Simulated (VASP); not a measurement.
# NaH (Pm-3m) in VASP: notebook, part 2 of 3

VASP 6.6.1. Earlier steps stand in the parts before.

### 3 Single point, PBE (volume changed by +3%)

The input, INCAR:

```
PREC = Accurate
ENCUT = 520
EDIFF = 1E-7
ISMEAR = 0
SIGMA = 0.01
LREAL = F
LASPH = T
NELM = 80
ALGO = Normal
ISIF = 2
LWAVE = F
LCHARG = F
GGA = PE
NBANDS = 11
```

The input, KPOINTS:

```
regular mesh
0
Gamma
  8 8 8
```

The input, POSCAR:

```
NaH
1.0
    2.9943376374      0.0000000000      0.0000000000
    0.0000000000      2.9943376374      0.0000000000
    0.0000000000      0.0000000000      2.9943376374
Na H
1 1
Direct
    0.0000000000      0.0000000000      0.0000000000
    0.5000000000      0.5000000000      0.5000000000
```

Potentials or basis: VASP PAW PBE potentials, release 64 (Na_pv, H).

Launch:

```sh
> cat potpaw_PBE.64/Na_pv/POTCAR potpaw_PBE.64/H/POTCAR > POTCAR
> mpirun -np 1 vasp_std > vasp.out
```

OUTCAR:

```text
PREC = Accurate
   ENCUT = 520
   EDIFF = 1E-7
   ISMEAR = 0
   LREAL = F
   LASPH = T
   NELM = 80
   ISIF = 2
   GGA = PE

 ion  position               nearest neighbor table
   1  0.000  0.000  0.000-
   2  0.500  0.500  0.500-

  LATTYP: Found a simple cubic cell.
 ALAT       =     2.9943376374

  Lattice vectors:

 A1 = (   2.9943376374,   0.0000000000,   0.0000000000)
 A2 = (   0.0000000000,   2.9943376374,   0.0000000000)
 A3 = (   0.0000000000,   0.0000000000,   2.9943376374)

Analysis of symmetry for initial positions (statically):
=====================================================================
 Subroutine PRICEL returns:
 Original cell was already a primitive cell.

 Routine SETGRP: Setting up the symmetry group for a
 simple cubic supercell.

 Subroutine GETGRP returns: Found 48 space group operations
 (whereof 48 operations were pure point group operations)
 out of a pool of 48 trial point group operations.

The static configuration has the point symmetry O_h .

Analysis of symmetry for dynamics (positions and initial velocities):
=====================================================================
 Subroutine PRICEL returns:
 Original cell was already a primitive cell.

 Routine SETGRP: Setting up the symmetry group for a
 simple cubic supercell.

 Subroutine GETGRP returns: Found 48 space group operations
 (whereof 48 operations were pure point group operations)
 out of a pool of 48 trial point group operations.

The dynamic configuration has the point symmetry O_h .

 Subroutine INISYM returns: Found 48 space group operations
 (whereof 48 operations are pure point group operations),
 and found     1 'primitive' translations

----------------------------------------------------------------------------------------

                                     Primitive cell

  volume of cell :      26.8474

[... 110 lines left out ...]
  Fermi-wavevector in a.u.,A,eV,Ry     =   1.093463  2.066345 16.267957  1.195661
  Thomas-Fermi vector in A             =   2.229749
   LORBIT       =      0    0 simple, 1 ext, 2 COOP (PROOUT), +10 PAW based schemes
   GGA     = PE    functional components
   LHFCALC =     F    Hartree Fock is set to
   AEXX    =    0.0000 exact exchange contribution
   IVDW    =     0    specifies the selected vdW correction
   LEPSILON=     F    determine dielectric tensor
   LRPA    =     F    only Hartree local field effects (RPA)
 non-spin polarized calculation
 Gauss-broadening in eV      SIGMA  =   0.01
  energy-cutoff  :      520.00
  volume of cell :       26.85
 maximum number of plane-waves:       739
 NGX is ok and might be reduce to    24
   NGX = 11   NGY = 11   NGZ = 11

 number of electron       7.9999987 magnetization

 Free energy of the ion-electron system (eV)
  ---------------------------------------------------
  ext. energy  EPLUGINS =         0.00000000
  ---------------------------------------------------
  free energy    TOTEN  =        -4.77087435 eV

  energy without entropy =       -4.77087435  energy(sigma->0) =       -4.77087435

 E-fermi :   1.1511     XC(G=0):  -8.0227

 val. band max:        1.0952805501   @ k =   0.5000   0.5000   0.5000
 cond. band min:       2.1279501872   @ k =   0.5000   0.0000   0.0000
 fundamental gap:      1.0326696371
 Fermi energy:         1.1510558289

 k-point     1 :       0.0000    0.0000    0.0000
  band No.  band energies     occupation
      1     -23.4510      2.00000
      2     -23.4510      2.00000
      3     -23.4510      2.00000
      4      -4.6346      2.00000
      5       9.4292      0.00000
      6      11.9051      0.00000
      7      11.9051      0.00000
      8      13.3219      0.00000
      9      13.3219      0.00000
     10      13.3219      0.00000
     11      26.2297      0.00000
[... 309 lines left out ...]
 k-point    24 :       0.5000    0.3750    0.1250
  band No.  band energies     occupation
      1     -23.5824      2.00000
      2     -23.5579      2.00000
      3     -23.4466      2.00000
      4      -0.7177      2.00000
      5       4.6104      0.00000
      6       6.3072      0.00000
      7       9.2733      0.00000
      8      12.9502      0.00000
      9      16.3694      0.00000
     10      17.4970      0.00000
     11      21.6245      0.00000

 [... further k-points ...]
[... 5 lines left out ...]
  --------------------------------------------------------------------------------------
  -------------------------------------------------------------------------------------
  Total       -0.1225428     -0.1225428     -0.1225428      0.0000000      0.0000000     -0.0000000
  in kB       -7.3130111     -7.3130111     -7.3130111      0.0000000      0.0000000     -0.0000000
  external PRESSURE =      -7.3130111 kB  Pullay stress =       0.0000000 kB

 VOLUME and BASIS-vectors are now :
 -----------------------------------------------------------------------------
  energy-cutoff  :      520.00
  volume of cell :       26.85
      direct lattice vectors                 reciprocal lattice vectors
     2.994337637  0.000000000  0.000000000     0.333963674  0.000000000  0.000000000
     0.000000000  2.994337637  0.000000000     0.000000000  0.333963674  0.000000000
     0.000000000  0.000000000  2.994337637     0.000000000  0.000000000  0.333963674

 POSITION                                       TOTAL-FORCE (eV/Angst)
 -----------------------------------------------------------------------------------
      0.00000      0.00000      0.00000         0.000000      0.000000      0.000000
      1.49717      1.49717      1.49717         0.000000      0.000000      0.000000
 -----------------------------------------------------------------------------------
    total drift:                                0.000000      0.000000      0.000000

  FREE ENERGIE OF THE ION-ELECTRON SYSTEM (eV)
  ---------------------------------------------------
  free  energy   TOTEN  =        -4.7708743528 eV

  energy  without entropy=       -4.7708743528  energy(sigma->0) =       -4.77087435
```

OSZICAR:

```text
N       E                     dE             d eps       ncg     rms          rms(c)
DAV:   1     0.369797728236E+02    0.36980E+02   -0.44924E+03   781   0.745E+02
DAV:   2    -0.396623013605E+01   -0.40946E+02   -0.39996E+02   791   0.194E+02
DAV:   3    -0.522264121301E+01   -0.12564E+01   -0.12547E+01   903   0.324E+01
DAV:   4    -0.523086269333E+01   -0.82215E-02   -0.82208E-02   892   0.267E+00
DAV:   5    -0.523093692099E+01   -0.74228E-04   -0.74226E-04   860   0.251E-01    0.308E+00
DAV:   6    -0.487696996084E+01    0.35397E+00   -0.35921E-01   864   0.310E+00    0.144E+00
DAV:   7    -0.476827329484E+01    0.10870E+00   -0.38131E-01   833   0.241E+00    0.380E-01
DAV:   8    -0.477114983852E+01   -0.28765E-02   -0.98940E-03   851   0.105E+00    0.730E-02
DAV:   9    -0.477089325138E+01    0.25659E-03   -0.17185E-03   884   0.413E-01    0.264E-02
DAV:  10    -0.477087325099E+01    0.20000E-04   -0.98060E-05   835   0.569E-02    0.294E-03
DAV:  11    -0.477087427357E+01   -0.10226E-05   -0.16162E-06   869   0.840E-03    0.206E-03
DAV:  12    -0.477087435283E+01   -0.79258E-07   -0.14009E-07   821   0.270E-03
   1 F= -.47708744E+01 E0= -.47708744E+01  d E =-.340226E-18
```

stdout:

```text
POSCAR found type information on POSCAR NaH
 POSCAR found :  2 types and       2 ions
 scaLAPACK will be used
 LDA part: xc-table for (Slater+PW92), standard interpolation
 POSCAR, INCAR and KPOINTS ok, starting setup
 FFT: planning ... GRIDC
 FFT: planning ... GRID_SOFT
 FFT: planning ... GRID
 WAVECAR not read
 entering main loop
```

It took 2.9 s on 1 thread of Intel Xeon 6975P-C (Granite Rapids), shared host; peak memory 0.13 GiB.

Results:

```yaml
Free_energy: -4.7709 eV
Pressure: -0.7 GPa
Band_gap_on_the_k_mesh: 1.03 eV, indirect (least direct gap 4.32 eV)
```

Levels at points of the mesh, in eV from the valence-band top:
| k point | band 1 | band 2 | band 3 | band 4 | band 5 | band 6 | band 7 | band 8 |
| --- | --- | --- | --- | --- | --- | --- | --- | --- |
| (0.00, 0.00, 0.00) | -24.55 | -24.55 | -24.55 | -5.73 | 8.33 | 10.81 | 10.81 | 12.23 |
| (0.50, 0.00, 0.00) | -24.70 | -24.53 | -24.53 | -3.29 | 1.03 | 10.57 | 13.96 | 14.28 |
| (0.50, 0.50, 0.00) | -24.68 | -24.68 | -24.52 | -1.65 | 4.22 | 4.22 | 6.63 | 14.37 |
| (0.50, 0.50, 0.50) | -24.66 | -24.66 | -24.66 | 0.00 | 6.85 | 6.85 | 6.85 | 8.91 |

 A k mesh can miss the band edges.

(Continued in part 3 of 3.)
